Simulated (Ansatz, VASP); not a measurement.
**HgBr3: VASP beside Ansatz**

```
CELL_PARAMETERS angstrom
9.02510 0.00000 0.00000
-4.51255 7.81597 0.00000
0.00000 0.00000 3.82873
ATOMIC_POSITIONS crystal
Hg 0.66667 0.33333 0.25000
Hg 0.33333 0.66667 0.75000
Br 0.39686 0.19843 0.75000
Br 0.80157 0.19843 0.75000
Br 0.80157 0.60314 0.75000
Br 0.60314 0.80157 0.25000
Br 0.19843 0.80157 0.25000
Br 0.19843 0.39686 0.25000
```

Alike in both runs: functional PBE; k mesh 6 × 6 × 10; occupations gaussian, width 0.1 eV; no spin polarisation.

Ansatz relaxed the structure, and its values are those at the end. VASP's run is a single point on that final structure, the one shown.

|  | VASP | Ansatz |
| --- | --- | --- |
| version | VASP 6.6.1 | Ansatz 0.2.0 |
| potentials or method | VASP PAW PBE potentials, release 64 (Hg, Br), cutoff 520 eV | scalar-relativistic, plane waves, PAW |
| valence electrons in the cell | 66 | 82 |

|  | VASP | Ansatz | Ansatz less VASP |
| --- | --- | --- | --- |
| gap on the k mesh at the Fermi level (eV) | none | none | - |
| pressure (GPa) | 0.1 | 0.0 | -0.12 |
| rms of the force components (eV/Å) | 0.015 | 0.000 | -0.0146 |

A gap of «none» marks a metal or a gap that the smearing closes. The functional is the same, so the differences come from potentials, cutoffs and numerics. VASP's potentials hold 66 valence electrons a cell and Ansatz's 82, so a difference there can come from the potentials and not from the codes.

Spin-orbit coupling is off throughout.
